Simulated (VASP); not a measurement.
# Au (P6_3/mmc) in VASP: notebook, part 3 of 3

VASP 6.6.1. Earlier steps stand in the parts before.

**5. Single point, PBEsol (18.05 Å³/atom)**

This run uses another cell than the first one, of 18.05 Å³/atom.

The input, INCAR:

```
SYSTEM = Au
PREC = Accurate
ENCUT = 520
EDIFF = 1E-7
ISMEAR = 0
SIGMA = 0.1
LREAL = .FALSE.
LASPH = .TRUE.
NELM = 80
ALGO = Fast
ISIF = 2
LWAVE = .FALSE.
LCHARG = .FALSE.
GGA = PS
NBANDS = 18
```

The input, KPOINTS:

```
regular mesh
0
G
  18 18 10
  0 0 0
```

The input, POSCAR:

```
Au
1.0
    2.9081977111      0.0000000000      0.0000000000
   -1.4540988555      2.5185730970      0.0000000000
    0.0000000000      0.0000000000      4.9289318504
Au
2
Direct
    0.3333333333      0.6666666667      0.7500000000
    0.6666666667      0.3333333333      0.2500000000
```

Potentials or basis: VASP PAW PBE potentials, release 64 (Au).

On the command line:

```sh
$ cat potpaw_PBE.64/Au/POTCAR > POTCAR
$ mpirun -np 1 vasp_std > vasp.out
```

OUTCAR:

```text
SYSTEM = Au
   PREC = Accurate
   ENCUT = 520
   EDIFF = 1E-7
   ISMEAR = 0
   LREAL = .FALSE.
   LASPH = .TRUE.
   NELM = 80
   ISIF = 2
   GGA = PS

 ion  position               nearest neighbor table
   1  0.333  0.667  0.750-   2 2.98   2 2.98   2 2.98   2 2.98   2 2.98   2 2.98
   2  0.667  0.333  0.250-   1 2.98   1 2.98   1 2.98   1 2.98   1 2.98   1 2.98

  LATTYP: Found a hexagonal cell.
 ALAT       =     2.9081977111
 C/A-ratio  =     1.6948407021

  Lattice vectors:

 A1 = (   2.9081977111,   0.0000000000,   0.0000000000)
 A2 = (  -1.4540988555,   2.5185730970,   0.0000000000)
 A3 = (   0.0000000000,   0.0000000000,   4.9289318504)

Analysis of symmetry for initial positions (statically):
=====================================================================
 Subroutine PRICEL returns:
 Original cell was already a primitive cell.

 Routine SETGRP: Setting up the symmetry group for a
 hexagonal supercell.

 Subroutine GETGRP returns: Found 24 space group operations
 (whereof 12 operations were pure point group operations)
 out of a pool of 24 trial point group operations.

The static configuration has the point symmetry D_3d.
 The point group associated with its full space group is D_6h.

Analysis of symmetry for dynamics (positions and initial velocities):
=====================================================================
 Subroutine PRICEL returns:
 Original cell was already a primitive cell.

 Routine SETGRP: Setting up the symmetry group for a
 hexagonal supercell.

 Subroutine GETGRP returns: Found 24 space group operations
 (whereof 12 operations were pure point group operations)
 out of a pool of 24 trial point group operations.

The dynamic configuration has the point symmetry D_3d.
 The point group associated with its full space group is D_6h.

 Subroutine INISYM returns: Found 24 space group operations
 (whereof 12 operations are pure point group operations),
 and found     1 'primitive' translations

----------------------------------------------------------------------------------------

                                     Primitive cell

  volume of cell :      36.1020

  direct lattice vectors                    reciprocal lattice vectors
     2.908197711  0.000000000  0.000000000     0.343855576  0.198525110  0.000000000
    -1.454098856  2.518573097  0.000000000     0.000000000  0.397050219  0.000000000
     0.000000000  0.000000000  4.928931850     0.000000000  0.000000000  0.202883714

  length of vectors
     2.908197711  2.908197711  4.928931850     0.397050219  0.397050219  0.202883714

  position of ions in fractional coordinates (direct lattice)
     0.333333333  0.666666667  0.750000000
     0.666666667  0.333333333  0.250000000

  ion indices of the primitive-cell ions
   primitive index   ion index
                 1           1
                 2           2

----------------------------------------------------------------------------------------

 KPOINTS: regular mesh

Automatic generation of k-mesh.
 Grid dimensions read from file:
 generate k-points for:   18   18   10

 Generating k-lattice:

  Cartesian coordinates                     Fractional coordinates (reciprocal lattice)
     0.019103088  0.011029173  0.000000000     0.055555556  0.000000000  0.000000000
     0.000000000  0.022058346  0.000000000     0.000000000  0.055555556  0.000000000
     0.000000000  0.000000000  0.020288371     0.000000000  0.000000000  0.100000000

  Length of vectors
     0.022058346  0.022058346  0.020288371

  Shift w.r.t. Gamma in fractional coordinates (k-lattice)
     0.000000000  0.000000000  0.000000000

 Subroutine IBZKPT returns following result:
 ===========================================

 Found    222 irreducible k-points:

 Following reciprocal coordinates:
            Coordinates               Weight
  0.000000  0.000000  0.000000      1.000000
  0.055556  0.000000  0.000000      6.000000
  0.111111  0.000000  0.000000      6.000000
  0.166667  0.000000  0.000000      6.000000
  0.222222  0.000000  0.000000      6.000000
  0.277778  0.000000  0.000000      6.000000
[... 16 lines left out ...]
  0.333333  0.111111  0.000000     12.000000
  0.388889  0.111111  0.000000     12.000000
 [... further k-points ...]
   k-points           NKPTS =    222   k-points in BZ     NKDIM =    222   number of bands    NBANDS=     18
   number of dos      NEDOS =    301   number of ions     NIONS =      2
   total plane-waves  NPLWV =  23040
   dimension x,y,z NGX =    24 NGY =   24 NGZ =   40
   dimension x,y,z NGXF=    48 NGYF=   48 NGZF=   80
   ions per type =               2
   NGX,Y,Z   is equivalent  to a cutoff of  13.72, 13.72, 13.49 a.u.
   NGXF,Y,Z  is equivalent  to a cutoff of  27.44, 27.44, 26.98 a.u.
 SYSTEM =  Au
   PREC   = accura    normal or accurate (medium, high low for compatibility)
   ISTART =      0    job   : 0-new  1-cont  2-samecut
   ICHARG =      2    charge: 1-file 2-atom 10-const
   ISPIN  =      1    spin polarized calculation?
   LNONCOLLINEAR =      F non collinear calculations
   LSORBIT =      F    spin-orbit coupling
   LASPH  =      T    aspherical Exc in radial PAW
   ENCUT  =  520.0 eV  38.22 Ry    6.18 a.u.   5.41  5.41  9.16*2*pi/ulx,y,z
   NELM   =     80;   NELMIN=  2; NELMDL= -5     # of ELM steps
   EDIFF  = 0.1E-06   stopping-criterion for ELM
   LREAL  =      F    real-space projection
   EDIFFG = 0.1E-05   stopping-criterion for IOM
   NSW    =      0    number of steps for IOM
   IBRION =     -1    ionic relax: 0-MD 1-quasi-New 2-CG
   NFREE  =      0    steps in history (QN), initial steepest desc. (CG)
   ISIF   =      2    stress and relaxation
   ISYM   =      2    0-nonsym 1-usesym 2-fastsym
   POTIM  = 0.5000    time-step for ionic-motion
   TEBEG  =    0.0;   TEEND  =   0.0 temperature during run
   PSTRESS=    0.0 pullay stress
   NELECT =      22.0000    total number of electrons
   NUPDOWN=      -1.0000    fix difference up-down
   EMIN   =  10.00;   EMAX   =-10.00  energy-range for DOS
   EFERMI =   0.00;   METHOD = LEGACY
   ISMEAR =     0;   SIGMA  =   0.10  broadening in eV -4-tet -1-fermi 0-gaus
   EFERMI_NEDOS =   21; number of points for ismear=-14 and -15
   IALGO  =     68    algorithm
   IMIX   =      4    mixing-type and parameters
     AMIX     =   0.40;   BMIX     =  1.00
     AMIX_MAG =   1.60;   BMIX_MAG =  1.00
  volume/ion in A,a.u.               =      18.05       121.81
  Fermi-wavevector in a.u.,A,eV,Ry     =   1.387944  2.622834 26.210109  1.926389
  Thomas-Fermi vector in A             =   2.512117
   LORBIT       =      0    0 simple, 1 ext, 2 COOP (PROOUT), +10 PAW based schemes
   GGA     = PS    functional components
   LHFCALC =     F    Hartree Fock is set to
   AEXX    =    0.0000 exact exchange contribution
   IVDW    =     0    specifies the selected vdW correction
   LEPSILON=     F    determine dielectric tensor
   LRPA    =     F    only Hartree local field effects (RPA)
 non-spin polarized calculation
 RMM-DIIS sequential band-by-band and
 Gauss-broadening in eV      SIGMA  =   0.10
  energy-cutoff  :      520.00
  volume of cell :       36.10
 maximum number of plane-waves:      1002
 NGX is ok and might be reduce to    24
   NGX = 11   NGY = 11   NGZ = 19

 number of electron      22.0000001 magnetization

 Free energy of the ion-electron system (eV)
  ---------------------------------------------------
  ext. energy  EPLUGINS =         0.00000000
  ---------------------------------------------------
  free energy    TOTEN  =        -7.77137167 eV

  energy without entropy =       -7.76651769  energy(sigma->0) =       -7.76894468

 E-fermi :   8.3078     XC(G=0): -12.5446

 val. band max:        8.2997409386   @ k =   0.4444   0.0000   0.5000
 cond. band min:       8.3405293550   @ k =   0.4444   0.0556   0.3000
 fundamental gap:      0.0407884164
 Fermi energy:         8.3077505767

 k-point     1 :       0.0000    0.0000    0.0000
  band No.  band energies     occupation
      1      -0.9799      2.00000
      2       1.4050      2.00000
      3       3.7562      2.00000
      4       4.0585      2.00000
      5       4.0585      2.00000
      6       4.3307      2.00000
[... 10 lines left out ...]
     17      26.3766      0.00000
     18      26.3766      0.00000
[... 463 lines left out ...]
 k-point    24 :       0.3889    0.1111    0.0000
  band No.  band energies     occupation
      1       2.1664      2.00000
      2       2.2297      2.00000
      3       2.5642      2.00000
      4       4.0280      2.00000
      5       4.2558      2.00000
      6       4.3660      2.00000
[... 10 lines left out ...]
     17      20.0677      0.00000
     18      22.8220      0.00000

 [... further k-points ...]
[... 5 lines left out ...]
  --------------------------------------------------------------------------------------
  -------------------------------------------------------------------------------------
  Total       -1.9138083     -1.9138083     -1.9159913     -0.0000000      0.0000000     -0.0000000
  in kB      -84.9332457    -84.9332457    -85.0301238     -0.0000000      0.0000000     -0.0000000
  external PRESSURE =     -84.9655384 kB  Pullay stress =       0.0000000 kB

 VOLUME and BASIS-vectors are now :
 -----------------------------------------------------------------------------
  energy-cutoff  :      520.00
  volume of cell :       36.10
      direct lattice vectors                 reciprocal lattice vectors
     2.908197711  0.000000000  0.000000000     0.343855576  0.198525110  0.000000000
    -1.454098856  2.518573097  0.000000000     0.000000000  0.397050219  0.000000000
     0.000000000  0.000000000  4.928931850     0.000000000  0.000000000  0.202883714

 POSITION                                       TOTAL-FORCE (eV/Angst)
 -----------------------------------------------------------------------------------
     -0.00000      1.67905      3.69670        -0.000000      0.000000      0.000000
      1.45410      0.83952      1.23223         0.000000     -0.000000      0.000000
 -----------------------------------------------------------------------------------
    total drift:                               -0.000000      0.000000     -0.000000

  FREE ENERGIE OF THE ION-ELECTRON SYSTEM (eV)
  ---------------------------------------------------
  free  energy   TOTEN  =        -7.7713716711 eV

  energy  without entropy=       -7.7665176935  energy(sigma->0) =       -7.76894468
```

Wall time 72 s (1 thread of Intel Xeon Platinum 8488C (Sapphire Rapids), shared host); peak memory 0.25 GiB.

What came out:

```
Free energy            : -7.7714 eV
Pressure               : -8.5 GPa
Band gap on the k mesh : zero (bands 11 and 12 overlap by 6.52 eV)
```

Caveat: the cell stands under tension; the PAW data sets were made with another functional, which shifts forces and pressure a little; spin-orbit coupling is left out, which moves the levels of the heavy elements.

**6. Single point, PBEsol (18.73 Å³/atom)**

This run uses another cell than the first one, of 18.73 Å³/atom.

The input, INCAR:

```
SYSTEM = Au
ALGO = Fast
EDIFF = 1E-6
ENCUT = 520
GGA = PS
ISIF = 2
ISMEAR = 0
LASPH = .TRUE.
LCHARG = .FALSE.
LREAL = .FALSE.
LWAVE = .FALSE.
NBANDS = 18
NELM = 60
PREC = Accurate
SIGMA = 0.1
```

The input, KPOINTS:

```
k-points
0
G
  18 18 10
  0 0 0
```

The input, POSCAR:

```
Au
1.0
    2.9298836196      0.0000000000      0.0000000000
   -1.4649418098      2.5373536447      0.0000000000
    0.0000000000      0.0000000000      5.0394918884
Au
2
Direct
    0.3333333333      0.6666666667      0.7500000000
    0.6666666667      0.3333333333      0.2500000000
```

Potentials or basis: VASP PAW PBE potentials, release 64 (Au).

On the command line:

```sh
$ cat potpaw_PBE.64/Au/POTCAR > POTCAR
$ mpirun -np 1 vasp_std > vasp.out
```

It took 75 s on 1 thread of Intel Xeon Platinum 8488C (Sapphire Rapids), shared host; peak memory 0.25 GiB.

It converged, with:

```
Free energy            : -7.6831 eV
Pressure               : -12.3 GPa
Band gap on the k mesh : zero (bands 11 and 12 overlap by 6.30 eV)
```

Levels at points of the mesh, in eV from the Fermi level:
| k point | band 8 | band 9 | band 10 | band 11 | band 12 | band 13 | band 14 | band 15 |
| --- | --- | --- | --- | --- | --- | --- | --- | --- |
| (0.00, 0.00, 0.00) | -3.12 | -3.12 | -2.05 | -2.05 | -0.89 | 1.97 | 14.73 | 15.14 |
| (0.50, 0.00, 0.00) | -1.91 | -1.72 | -1.58 | 0.43 | 1.48 | 5.33 | 6.55 | 6.85 |
| (0.00, 0.00, 0.50) | -4.11 | -2.44 | -2.44 | -2.44 | -2.44 | 9.49 | 9.49 | 15.00 |
| (0.50, 0.00, 0.50) | -2.23 | -1.64 | -1.64 | 0.66 | 0.66 | 3.54 | 3.54 | 12.43 |

Caveat: the cell stands under tension; the PAW data sets were made with another functional, which shifts forces and pressure a little; spin-orbit coupling is left out, which moves the levels of the heavy elements.

**7. Summary**

```csv
cell,k mesh,smearing,further INCAR settings,gap on the mesh (eV),pressure (GPa)
"a = 2.865, b = 2.865, c = 4.791 Å, angles 90.0, 90.0, 120.0°, 2 atoms, atomic positions A",18 × 18 × 10,gaussian 0.1 eV,ALGO = Fast; EDIFF = 1e-06; NBANDS = 18,none,-0.2
"a = 2.865, b = 2.865, c = 9.581 Å, angles 90.0, 90.0, 60.0°, 4 atoms, atomic positions B",24 × 24 × 6,gaussian 0.15 eV,ALGO = Fast; EDIFF = 1e-07; NBANDS = 30,none,-0.3
"a = 2.892, b = 2.892, c = 4.844 Å, angles 90.0, 90.0, 120.0°, 2 atoms, atomic positions A",18 × 18 × 10,gaussian 0.1 eV,ALGO = Fast; EDIFF = 1e-07; NBANDS = 18,none,-4.9
"a = 2.908, b = 2.908, c = 4.929 Å, angles 90.0, 90.0, 120.0°, 2 atoms, atomic positions A",18 × 18 × 10,gaussian 0.1 eV,ALGO = Fast; EDIFF = 1e-07; NBANDS = 18,none,-8.5
"a = 2.930, b = 2.930, c = 5.039 Å, angles 90.0, 90.0, 120.0°, 2 atoms, atomic positions A",18 × 18 × 10,gaussian 0.1 eV,ALGO = Fast; EDIFF = 1e-06; NBANDS = 18,none,-12.3
```

Alike in all rows: task single point; level PBEsol; potentials or basis VASP PAW PBE potentials, release 64 (Au); no spin polarisation; cutoff (eV) 520.

Caveats: the PAW data sets were made with another functional, which shifts forces and pressure a little; spin-orbit coupling is left out, which moves the levels of the heavy elements; the cell stands under tension (at least some runs).

Absolute energies hang on the potentials; compare differences alone.
